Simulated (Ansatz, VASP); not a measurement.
# One calculation of InAs, two programs

File POSCAR:

```
InAs
1.0
    0.0000000000      3.0545904709      3.0545904709
    3.0545904709      0.0000000000      3.0545904709
    3.0545904709      3.0545904709      0.0000000000
In As
1 1
Direct
    0.0000000000      0.0000000000      0.0000000000
    0.2500000000      0.2500000000      0.2500000000
```

INCAR.step1

```
SYSTEM = InAs
PREC = Accurate
ENCUT = 520
ISMEAR = -1
SIGMA = 0.02
LREAL = .False.
LASPH = .True.
NELM = 60
NBANDS = 16
GGA = PE
ALGO = Normal
EDIFF = 1E-4
LWAVE = .True.
LCHARG = .False.
```

Contents of INCAR.step2:

```
SYSTEM = InAs
PREC = Accurate
ENCUT = 520
EDIFF = 1E-7
ISMEAR = -1
SIGMA = 0.02
LREAL = .False.
LASPH = .True.
NELM = 60
ALGO = Normal
ISIF = 2
LWAVE = .False.
LCHARG = .True.
METAGGA = R2SCAN
LMIXTAU = .True.
LELF = .True.
LVHAR = .True.
NBANDS = 16
ISTART = 1
```

The input KPOINTS:

```
Automatic mesh
0
Gamma
  6 6 6
  0 0 0
```

Input for Ansatz:

```yaml
crystal:
  lattice:
    - [0.0, 3.0545904709, 3.0545904709]
    - [3.0545904709, 0.0, 3.0545904709]
    - [3.0545904709, 3.0545904709, 0.0]
  atoms:
    - { symbol: In, position: [0.0, 0.0, 0.0] }
    - { symbol: As, position: [0.25, 0.25, 0.25] }
kpoints:
  mp_grid: { grid: [6, 6, 6] }
hamiltonian:
  xc: r2scan
scf:
  occupations: { method: fermi_dirac, width: 0.02 }
  n_extra_bands: 4
output:
  forces: true
  stress: true
  eigenvalues: true
```

Alike in both runs: task single point; functional r2SCAN; k mesh 6 × 6 × 6; occupations fermi-dirac, width 0.02 eV; no spin polarisation.

|  | VASP | Ansatz |
| --- | --- | --- |
| version | VASP 6.6.1 | Ansatz 0.2.0 |
| potentials or method | VASP PAW PBE potentials, release 64 (In_d, As) | plane waves, PAW |
| plane-wave cutoff (eV) | 520 | 500 |
| valence electrons in the cell | 18 | 28 |

|  | VASP | Ansatz | Ansatz less VASP |
| --- | --- | --- | --- |
| pressure (GPa) | 0.0 | 0.0 | 0.00 |

VASP's potentials were made for PBE, not for r2SCAN. With one functional, cell and mesh, what is left measures potentials, basis and numerics. VASP's potentials hold 18 valence electrons a cell and Ansatz's 28, so a difference there can come from the potentials and not from the codes.
